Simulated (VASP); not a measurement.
A run of VASP 6.6.1 is set up as follows.

POSCAR

```
Sb
1.0
   -2.4402960000      2.4402960000      2.4402960000
    2.4402960000     -2.4402960000      2.4402960000
    2.4402960000      2.4402960000     -2.4402960000
Sb
1
Direct
    0.0000000000      0.0000000000      0.0000000000
```

The input INCAR.step1:

```
SYSTEM = Sb
PREC = Accurate
ENCUT = 550
ISMEAR = -1
SIGMA = 0.1
LREAL = .FALSE.
LASPH = .TRUE.
NELM = 120
GGA = PE
ALGO = Normal
EDIFF = 1E-5
LWAVE = .TRUE.
LCHARG = .FALSE.
GGA_COMPAT = .FALSE.
IBRION = 2
ISIF = 3
EDIFFG = -0.005
NELMIN = 4
NSW = 100
```

Contents of INCAR.step2:

```
SYSTEM = Sb
PREC = Accurate
ENCUT = 550
EDIFF = 1E-7
ISMEAR = -1
SIGMA = 0.1
LREAL = .FALSE.
LASPH = .TRUE.
NELM = 120
ALGO = Normal
ISIF = 3
LWAVE = .FALSE.
LCHARG = .FALSE.
METAGGA = R2SCAN
LMIXTAU = .TRUE.
IBRION = 2
NSW = 60
EDIFFG = -0.01
ISTART = 1
GGA_COMPAT = .FALSE.
NELMIN = 4
```

File KPOINTS:

```
regular mesh
0
G
  5 5 5
  0 0 0
```

Potentials or basis: VASP PAW PBE potentials, release 64 (Sb).

The run is started by

```console
$ cat potpaw_PBE.64/Sb/POTCAR > POTCAR
$ cp INCAR.step1 INCAR
$ mpirun -np 1 vasp_std > vasp.out
$ cp INCAR.step2 INCAR
$ mpirun -np 1 vasp_std > vasp.out
```

Problem. Predict the relaxed volume.

Solution. 26.60 Å³/atom.

Problem. Estimate the band gap on the k mesh.

Solution. Zero (an odd number of electrons rules out a gap without spin polarisation).

Problem. Predict the relaxed cell.

Solution. a = 3.257 Å, b = 3.257 Å, c = 3.257 Å, α = 109.47°, β = 109.47°, γ = 109.47°.

Problem. What does it give for the space group after relaxing (to 0.1 Å)?

Solution. Im-3m (No. 229).

Final structure:
```cif
data_structure
_symmetry_space_group_name_H-M 'P 1'
_symmetry_Int_Tables_number 1
_cell_length_a 3.2572
_cell_length_b 3.2572
_cell_length_c 3.2572
_cell_angle_alpha 109.471
_cell_angle_beta 109.471
_cell_angle_gamma 109.471
_cell_volume 26.60
loop_
_atom_site_label
_atom_site_type_symbol
_atom_site_fract_x
_atom_site_fract_y
_atom_site_fract_z
_atom_site_occupancy
Sb1 Sb 0.00000 0.00000 0.00000 1
```

Caveat: the k points lie up to 0.47 Å⁻¹ apart in the final cell, too coarse for converged energies and pressures of a metal; the volume moved by over 15 % at a fixed basis, so the end points are rough; the PAW data sets were made with another functional, which shifts forces and pressure a little; spin-orbit coupling is left out, which moves the levels of the heavy elements.
